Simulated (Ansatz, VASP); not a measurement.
## One calculation of Zn, two programs

```
Zn
1.0
     2.63332    0.00000    0.00000
    -1.31666    2.28052    0.00000
     0.00000    0.00000    5.10824
Zn
2
Direct
  0.33333 0.66667 0.25000
  0.66667 0.33333 0.75000
```

Alike in both runs: functional PBE; k mesh 18 × 18 × 8; occupations gaussian, width 0.1 eV; no spin polarisation.

Ansatz relaxed the structure, and its values are those at the end. VASP's run is a single point on that final structure, the one shown.

|  | VASP | Ansatz |
| --- | --- | --- |
| version | VASP 6.6.1 | Ansatz 0.2.0 |
| potentials or method | VASP PAW PBE potentials, release 64 (Zn), cutoff 520 eV | scalar-relativistic, plane waves, PAW |
| valence electrons in the cell | 24 | 24 |

VASP gave:

| Item | Value |
| --- | --- |
| gap on the k mesh at the Fermi level (eV) | none |
| pressure (GPa) | 0.3 |

Question: What did Ansatz give for the same quantities?

Answer: gap on the k mesh at the Fermi level (eV): none; pressure (GPa): 0.0.

A gap of «none» marks a metal or a gap that the smearing closes.
